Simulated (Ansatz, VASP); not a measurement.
# Two plane-wave programs on SiC

```
Si C
1.0
     0.00000    2.16025    2.16025
     2.16025    0.00000    2.16025
     2.16025    2.16025    0.00000
Si C
1 1
Direct
  0.00000 0.00000 0.00000
  0.75000 0.75000 0.75000
```

Alike in both runs: task single point; functional PBE; k mesh 14 × 14 × 14; occupations gaussian, width 0.05 eV; no spin polarisation.

|  | VASP | Ansatz |
| --- | --- | --- |
| version | VASP 6.6.1 | Ansatz 0.2.0 |
| potentials or method | VASP PAW PBE potentials, release 64 (Si, C), cutoff 520 eV | scalar-relativistic, plane waves, PAW |
| valence electrons in the cell | 8 | 8 |

VASP gave:

* gap on the k mesh at the Fermi level (eV): 1.33
* least direct gap on the mesh (eV): 4.57
* pressure (GPa): 9.3

Which values does Ansatz return?

gap on the k mesh at the Fermi level (eV): 1.34; least direct gap on the mesh (eV): 4.57; pressure (GPa): 9.4.
